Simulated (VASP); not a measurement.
**BN: single point with PBE+D3(BJ)**

The system is BN, a slab with vacuum.

```
CELL_PARAMETERS angstrom
2.57700 0.00000 0.00000
-1.28850 2.23175 0.00000
0.00000 0.00000 26.00000
ATOMIC_POSITIONS crystal
B 0.00000 0.00000 0.51373
N 0.66667 0.33333 0.48627
```

```
Program             : VASP 6.6.1
Task                : single point
Functional          : PBE
Dispersion          : D3(BJ)
Potentials or basis : VASP PAW PBE potentials, release 64 (B, N)
Cutoff              : 520 eV
k mesh              : 12 × 12 × 1
Occupations         : gaussian, width 0.02 eV
Spin                : no spin polarisation
```

* Largest force: 9.760 eV/Å
* Band gap on the k mesh: 0.23 eV, direct
* Dispersion energy per atom: -0.072 eV

Forces in eV/Å, atoms in the order of the input:
```
B    0.000  0.000 -9.760
N    0.000  0.000  9.760
```

Levels at points of the mesh, in eV from the valence-band top:
| k point | band 2 | band 3 | band 4 | band 5 | band 6 | band 7 |
| --- | --- | --- | --- | --- | --- | --- |
| (0.00, 0.00, 0.00) | -6.21 | 0.00 | 0.00 | 0.23 | 3.06 | 3.62 |
| (0.50, 0.00, 0.00) | -8.11 | -2.41 | -2.36 | 0.89 | 6.02 | 9.57 |

Wall time 38 s on 1 thread of Intel(R) Xeon(R) Platinum 8375C CPU @ 2.90GHz (Ice Lake) (shared host), peak memory 0.27 GiB.
